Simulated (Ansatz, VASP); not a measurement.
## One calculation of MgO, two programs

File POSCAR:

```
MgO
1.0
    2.7558282587      0.0000000000      0.0000000000
    0.0000000000      2.7558282587      0.0000000000
    0.0000000000      0.0000000000      2.6233491278
Mg O
1 1
Direct
    0.0000000000      0.0000000000      0.0000000000
    0.5000000000      0.5000000000      0.5000000000
```

INCAR.step1

```
SYSTEM = MgO
ALGO = Normal
EDIFF = 1E-4
ENCUT = 520
GGA = PE
ISMEAR = 0
LASPH = .TRUE.
LCHARG = .FALSE.
LREAL = .FALSE.
LWAVE = .TRUE.
NBANDS = 11
NELM = 80
PREC = Accurate
SIGMA = 0.01
```

The input INCAR.step2:

```
SYSTEM = MgO
ALGO = Normal
EDIFF = 1E-7
ENCUT = 520
ISIF = 2
ISMEAR = 0
ISTART = 1
LASPH = .TRUE.
LCHARG = .FALSE.
LMIXTAU = .TRUE.
LREAL = .FALSE.
LWAVE = .FALSE.
METAGGA = R2SCAN
NBANDS = 11
NELM = 80
PREC = Accurate
SIGMA = 0.01
```

File KPOINTS:

```
k-points
0
G
  10 10 10
  0 0 0
```

Input for Ansatz:

```yaml
crystal:
  lattice:
    - [2.7558282587, 0.0, 0.0]
    - [0.0, 2.7558282587, 0.0]
    - [0.0, 0.0, 2.6233491278]
  atoms:
    - { symbol: Mg, position: [0.0, 0.0, 0.0] }
    - { symbol: O, position: [0.5, 0.5, 0.5] }
kpoints:
  mp_grid: { grid: [10, 10, 10] }
  band_path:
    path: [[0.0, 0.0, 0.0], [0.0, 0.5, 0.0], [0.5, 0.5, 0.0], [0.5, 0.5, 0.5]]
    npoints: 1
hamiltonian:
  xc: r2scan
scf:
  occupations: { method: fixed }
  n_extra_bands: 4
output:
  forces: true
  stress: true
  eigenvalues: true
```

Change from the starting cell: biaxial_xy strain +5.0%.

Alike in both runs: task single point; functional r2SCAN; k mesh 10 × 10 × 10; no spin polarisation.

```csv
,VASP,Ansatz
version,VASP 6.6.1,Ansatz 0.2.0
potentials or method,"VASP PAW PBE potentials, release 64 (Mg, O)","plane waves, PAW"
plane-wave cutoff (eV),520,500
occupations,"gaussian, width 0.01 eV",fixed
valence electrons in the cell,8,16
```

```tsv
	VASP	Ansatz	Ansatz less VASP
gap on the k mesh at the Fermi level (eV)	2.16	2.20	+0.042
pressure (GPa)	-13.4	-12.4	+0.97
traceless stress, the component that is largest in VASP (GPa)	19.62	19.56	-0.058
```

VASP's potentials were made for PBE, not for r2SCAN. VASP's potentials hold 8 valence electrons a cell and Ansatz's 16, so a difference there can come from the potentials and not from the codes.
